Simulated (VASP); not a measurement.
# La2MgGeO6 in VASP: density of states with PBE

Aim: the density of states of La2MgGeO6 with PBE.

Everything below comes from runs of VASP 6.6.1. Logs are shortened: lines on timing, memory, paths and dates and some standing lists are left out, and cuts for length are marked.

### Step 1. The cell of the first run

The cell holds an amorphous packing of atoms, 10 atoms: a = 4.643 Å, b = 4.649 Å, c = 6.540 Å, α = 92.48°, β = 96.23°, γ = 113.97°.

### Step 2. Density of states, PBE

File POSCAR:

```
La2MgGeO6
1.0
    4.3986290000      1.2580950000     -0.7926050000
   -2.9872770000      3.5592890000      0.1358850000
    0.4857840000     -0.2113050000      6.5188240000
La Ge Mg O
2 1 1 6
Direct
    0.5858790000      0.9843030000      0.4335210000
    0.8943550000      0.6191940000      0.1197220000
    0.4665090000      0.6532000000      0.7912160000
    0.0105210000      0.7646940000      0.6842620000
    0.0248150000      0.3577870000      0.8176150000
    0.6587170000      0.3394840000      0.7585890000
    0.1468010000      0.1579320000      0.3724810000
    0.2936180000      0.3221590000      0.0035680000
    0.5852050000      0.0727230000      0.9413170000
    0.2974560000      0.2421440000      0.6230130000
```

File INCAR.step1:

```
PREC = Accurate
ENCUT = 520
EDIFF = 1E-6
ISMEAR = -1
SIGMA = 0.1
LREAL = F
LASPH = T
NELM = 100
ALGO = Normal
ISIF = 2
LWAVE = F
LCHARG = T
LMAXMIX = 6
GGA = PE
NBANDS = 48
```

File KPOINTS.step1:

```
Automatic mesh
0
Gamma
  4 4 3
  0 0.5 0.5
```

File INCAR.step2:

```
PREC = Accurate
ENCUT = 520
EDIFF = 1E-6
ISMEAR = -5
SIGMA = 0.1
LREAL = F
LASPH = T
NELM = 100
ALGO = Normal
ISIF = 2
LWAVE = F
LCHARG = F
LMAXMIX = 6
GGA = PE
LORBIT = 11
NBANDS = 48
NEDOS = 2001
ICHARG = 11
```

File KPOINTS.step2:

```
regular mesh
0
Gamma
  6 6 5
```

Potentials or basis: VASP PAW PBE potentials, release 64 (La, Ge_d, Mg, O).

Run with:

```console
> cat potpaw_PBE.64/La/POTCAR potpaw_PBE.64/Ge_d/POTCAR potpaw_PBE.64/Mg/POTCAR potpaw_PBE.64/O/POTCAR > POTCAR
> cp INCAR.step1 INCAR
> cp KPOINTS.step1 KPOINTS
> mpirun -np 1 vasp_std > vasp.out
> cp INCAR.step2 INCAR
> cp KPOINTS.step2 KPOINTS
> mpirun -np 1 vasp_std > vasp.out
```

OUTCAR:

```text
PREC = Accurate
   ENCUT = 520
   EDIFF = 1E-6
   ISMEAR = -5
   LREAL = F
   LASPH = T
   NELM = 100
   ISIF = 2
   GGA = PE
   LORBIT = 11
   ICHARG = 11

 ion  position               nearest neighbor table
   1  0.586  0.984  0.434-   7 2.48   7 2.48  10 2.51   6 2.54   3 2.84   4 2.95   4 3.12   2 3.35
                             2 3.38   2 3.56   4 3.56
   2  0.894  0.619  0.120-   9 2.51   5 2.53   6 2.55   8 2.57   7 2.69   3 2.82   4 3.01   1 3.35
                             1 3.38   1 3.56   4 3.67
   3  0.467  0.653  0.791-  10 1.97   9 1.98   5 1.98   6 2.01   8 2.09   4 2.42   4 2.55   2 2.82
                             1 2.84
   4  0.011  0.765  0.684-   6 2.11   5 2.14  10 2.16   3 2.42   3 2.55   7 2.75   9 2.78   1 2.95
                             2 3.01   1 3.12   1 3.56   2 3.67
   5  0.025  0.358  0.818-   6 1.67   8 1.71   3 1.98   4 2.14   2 2.53
   6  0.659  0.339  0.759-   5 1.67  10 1.68   9 1.72   3 2.01   4 2.11   1 2.54   2 2.55
   7  0.147  0.158  0.372-  10 1.67   1 2.48   1 2.48   2 2.69   4 2.75
   8  0.294  0.322  0.004-   5 1.71   3 2.09   2 2.57
   9  0.585  0.073  0.941-   6 1.72   3 1.98   2 2.51   4 2.78
  10  0.297  0.242  0.623-   7 1.67   6 1.68   3 1.97   4 2.16   1 2.51

  LATTYP: Found a triclinic cell.
 ALAT       =    10.7623376056
 B/A-ratio  =     1.1108316149
 C/A-ratio  =     1.2406359615
 COS(alpha) =     0.0137111465
 COS(beta)  =     0.6494971368
 COS(gamma) =     0.7655590730

  Lattice vectors:

 A1 = (  -9.2830420000,  -2.3048850000,  -4.9336140000)
 A2 = ( -11.7845350000,   1.0430990000,   1.7210950000)
 A3 = (  -2.3829200000,  -4.3947740000, -12.3809280000)

Analysis of symmetry for initial positions (statically):
=====================================================================
 Subroutine PRICEL returns:
 Original cell was already a primitive cell.

 Routine SETGRP: Setting up the symmetry group for a
 triclinic supercell.

 Subroutine GETGRP returns: Found  1 space group operations
 (whereof  1 operations were pure point group operations)
 out of a pool of  2 trial point group operations.

The static configuration has the point symmetry C_1 .

Analysis of symmetry for dynamics (positions and initial velocities):
=====================================================================
 Subroutine PRICEL returns:
 Original cell was already a primitive cell.

 Routine SETGRP: Setting up the symmetry group for a
 triclinic supercell.

[... 140 lines left out ...]
   IMIX   =      4    mixing-type and parameters
     AMIX     =   0.40;   BMIX     =  1.00
     AMIX_MAG =   1.60;   BMIX_MAG =  1.00
  volume/ion in A,a.u.               =      12.76        86.13
  Fermi-wavevector in a.u.,A,eV,Ry     =   1.365083  2.579633 25.353802  1.863452
  Thomas-Fermi vector in A             =   2.491343
   LORBIT       =     11    0 simple, 1 ext, 2 COOP (PROOUT), +10 PAW based schemes
   GGA     = PE    functional components
   LHFCALC =     F    Hartree Fock is set to
   AEXX    =    0.0000 exact exchange contribution
   IVDW    =     0    specifies the selected vdW correction
   LEPSILON=     F    determine dielectric tensor
   LRPA    =     F    only Hartree local field effects (RPA)
 non-spin polarized calculation
 Fermi weights with tetrahedron method with Bloechl corrections
  energy-cutoff  :      520.00
  volume of cell :      127.64
 maximum number of plane-waves:      3458
 NGX is ok and might be reduce to    36

 number of electron      73.9999995 magnetization

 Free energy of the ion-electron system (eV)
  ---------------------------------------------------
  ext. energy  EPLUGINS =         0.00000000
  ---------------------------------------------------
  free energy    TOTEN  =       -46.42264689 eV

  energy without entropy =      -46.42264689  energy(sigma->0) =      -46.42264689

 E-fermi :   8.6193     XC(G=0): -11.1570

 val. band max:        8.6475669705   @ k =   0.1667   0.5000   0.4000
 cond. band min:       8.5892274171   @ k =   0.3333   0.1667   0.4000
 fundamental gap:     -0.0583395534
 Fermi energy:         8.6193117239

 k-point     1 :       0.0000    0.0000    0.0000
  band No.  band energies     occupation
      1     -24.5283      2.00000
      2     -24.2074      2.00000
      3     -16.8244      2.00000
      4     -16.7275      2.00000
      5     -16.6837      2.00000
      6     -16.6244      2.00000
[... 1213 lines left out ...]
     47      10.7184      0.00000
     48      10.8224      0.00000

 [... further k-points ...]
[... 5 lines left out ...]
  --------------------------------------------------------------------------------------
  -------------------------------------------------------------------------------------
  Total       38.0649785      8.6328956     27.8232432      5.1405782     -6.4038433      8.2291735
  in kB      477.8121897    108.3647735    349.2523911     64.5273164    -80.3845032    103.2970343
  external PRESSURE =     311.8097848 kB  Pullay stress =       0.0000000 kB

 VOLUME and BASIS-vectors are now :
 -----------------------------------------------------------------------------
  energy-cutoff  :      520.00
  volume of cell :      127.64
      direct lattice vectors                 reciprocal lattice vectors
     4.398629000  1.258095000 -0.792605000     0.182008082  0.153085999 -0.008601057
    -2.987277000  3.559289000  0.135885000    -0.062942367  0.227667254  0.012070218
     0.485784000 -0.211305000  6.518824000     0.023441872  0.013867557  0.152104520

 POSITION                                       TOTAL-FORCE (eV/Angst)
 -----------------------------------------------------------------------------------
     -0.15272      4.14891      2.49543        -1.378517      2.224950     -0.640776
      2.14239      3.30378      0.15572         1.191370     -0.638087     -0.470640
      0.48507      2.74465      4.87680        -0.553016      0.892318      0.402821
     -1.90567      2.59042      4.55615        -0.362894      1.013016     -0.725987
     -0.56247      1.13192      5.35884        -1.382734      1.722854      2.848446
      2.25183      1.87676      4.46914        -0.427563      4.169479     -3.464458
      0.35488      0.66811      2.33324        -2.333224     -1.850317     -2.847164
      0.33087      1.51530     -0.16569         0.661885      1.733254      2.161989
      2.81413      0.79618      5.68233         3.172016     -5.571311      5.824416
      0.88770      1.10444      3.85845         1.412677     -3.696156     -3.088648
 -----------------------------------------------------------------------------------
    total drift:                               -0.000106     -0.016621     -0.007706

  FREE ENERGIE OF THE ION-ELECTRON SYSTEM (eV)
  ---------------------------------------------------
  free  energy   TOTEN  =       -46.4226468874 eV

  energy  without entropy=      -46.4226468874  energy(sigma->0) =      -46.42264689

 total charge

# of ion       s       p       d       f       tot
--------------------------------------------------
    1        2.020   5.621   0.815   0.261   8.717
    2        2.015   5.625   0.767   0.247   8.654
    3        1.165   1.152  10.269   0.000  12.587
    4        0.223   0.171   0.057   0.000   0.452
    5        1.660   3.264   0.000   0.000   4.924
    6        1.655   3.326   0.000   0.000   4.980
    7        1.596   3.287   0.000   0.000   4.884
    8        1.618   3.251   0.000   0.000   4.869
    9        1.635   3.275   0.000   0.000   4.909
   10        1.650   3.293   0.000   0.000   4.942
--------------------------------------------------
tot         15.238  32.265  11.908   0.508  59.918
```

OUTCAR.step1:

```text
PREC = Accurate
   ENCUT = 520
   EDIFF = 1E-6
   ISMEAR = -1
   LREAL = F
   LASPH = T
[... 1481 lines left out ...]
      0.35488      0.66811      2.33324        -2.394022     -1.931906     -2.996098
      0.33087      1.51530     -0.16569         0.717710      1.784592      2.272627
      2.81413      0.79618      5.68233         3.116855     -5.408467      5.672882
      0.88770      1.10444      3.85845         1.448128     -3.583078     -2.876912
 -----------------------------------------------------------------------------------
    total drift:                               -0.000203     -0.000562      0.000399

  FREE ENERGIE OF THE ION-ELECTRON SYSTEM (eV)
  ---------------------------------------------------
  free  energy   TOTEN  =       -46.4706696857 eV

  energy  without entropy=      -46.3413580810  energy(sigma->0) =      -46.40601388
```

OSZICAR.step1:

```text
N       E                     dE             d eps       ncg     rms          rms(c)
DAV:   1     0.980817121739E+03    0.98082E+03   -0.29869E+04  2800   0.285E+03
DAV:   2     0.238754415655E+03   -0.74206E+03   -0.67968E+03  2776   0.685E+02
DAV:   3     0.692891900972E+01   -0.23183E+03   -0.22072E+03  2968   0.268E+02
DAV:   4    -0.425983447232E+02   -0.49527E+02   -0.46669E+02  3864   0.102E+02
DAV:   5    -0.509639801232E+02   -0.83656E+01   -0.79904E+01  4440   0.370E+01    0.158E+01
DAV:   6    -0.486858506035E+02    0.22781E+01   -0.83124E+01  4256   0.510E+01    0.138E+01
DAV:   7    -0.465570074258E+02    0.21288E+01   -0.27887E+01  4240   0.374E+01    0.545E+00
DAV:   8    -0.465920932115E+02   -0.35086E-01   -0.39110E+00  3976   0.124E+01    0.347E+00
DAV:   9    -0.464763699063E+02    0.11572E+00   -0.94549E-01  4120   0.561E+00    0.165E+00
DAV:  10    -0.464787748746E+02   -0.24050E-02   -0.32067E-01  4176   0.318E+00    0.889E-01
DAV:  11    -0.464715728016E+02    0.72021E-02   -0.59443E-02  3864   0.140E+00    0.427E-01
DAV:  12    -0.464707080851E+02    0.86472E-03   -0.31072E-02  4120   0.925E-01    0.201E-01
DAV:  13    -0.464706532086E+02    0.54877E-04   -0.49077E-03  4032   0.433E-01    0.126E-01
DAV:  14    -0.464706486785E+02    0.45300E-05   -0.14927E-03  3984   0.210E-01    0.588E-02
DAV:  15    -0.464706626658E+02   -0.13987E-04   -0.39156E-04  3808   0.125E-01    0.244E-02
DAV:  16    -0.464706682017E+02   -0.55359E-05   -0.10426E-04  4424   0.685E-02    0.152E-02
DAV:  17    -0.464706692540E+02   -0.10523E-05   -0.26382E-05  3808   0.298E-02    0.515E-03
DAV:  18    -0.464706696857E+02   -0.43172E-06   -0.53299E-06  2888   0.165E-02
   1 F= -.46470670E+02 E0= -.46406014E+02  d E =-.129312E+00
```

Run time: 13 min. Hardware: 1 thread of Intel Xeon Platinum 8259CL at 2.50GHz (Skylake/Cascade Lake), shared host; peak memory 0.64 GiB.

Results:

```yaml
Valence_electrons_inside_the_program's_atomic_spheres: La 8.72, 8.65; Ge 12.59; Mg 0.45; O 4.92, 4.98, 4.88, 4.87, 4.91, 4.94
```

Caveat: the k points lie up to 0.37 Å⁻¹ apart; spin-orbit coupling is left out, which moves the levels of the heavy elements; tetrahedron occupations give inexact forces and stress in metals.
